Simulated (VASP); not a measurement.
A run of VASP 6.6.1:

The input INCAR:

```
PREC = Accurate
ENCUT = 520
EDIFF = 1E-6
ISMEAR = 0
SIGMA = 0.05
LREAL = False
LASPH = True
NELM = 150
ALGO = Normal
ISIF = 2
LWAVE = False
LCHARG = True
LMAXMIX = 4
LDAU = True
LDAUTYPE = 2
LDAUL = -1 2 -1
LDAUU = 0 4 0
LDAUJ = 0 0 0
LDAUPRINT = 1
GGA = PE
LELF = True
LVHAR = True
NBANDS = 51
```

Contents of KPOINTS:

```
Automatic mesh
0
Gamma
  6 4 4
```

The input POSCAR:

```
BaTiO3
1.0
    0.0000000000     -2.8732814832     -2.8859184405
   -4.0082194129      2.8732814832     -2.8859184405
    4.0082194129      2.8732814832     -2.8859184405
Ba Ti O
2 2 6
Direct
    0.9919228102      0.9959614051      0.9959614051
    0.9919228102      0.4959614051      0.4959614051
    0.4802907077      0.9901453538      0.4901453538
    0.4802907077      0.4901453538      0.9901453538
    0.5083731737      0.2541865869      0.2541865869
    0.5083731737      0.7541865869      0.7541865869
    0.5061924564      0.7585004260      0.2585004260
    0.5061924564      0.2585004260      0.7585004260
    0.0170008519      0.0030962282      0.5030962282
    0.0170008519      0.5030962282      0.0030962282
```

Potentials or basis: VASP PAW PBE potentials, release 64 (Ba_sv, Ti_sv, O).

The run is started by

```sh
$ cat potpaw_PBE.64/Ba_sv/POTCAR potpaw_PBE.64/Ti_sv/POTCAR potpaw_PBE.64/O/POTCAR > POTCAR
$ mpirun -np 1 vasp_std > vasp.out
```

Hardware: 1 thread of Intel Xeon 8259CL (shared host).

Estimate the wall time of this run.

It took 8.9 min on 1 thread of Intel Xeon 8259CL (shared host), peak memory 0.34 GiB. Counts: scf iterations 18, k points 34.
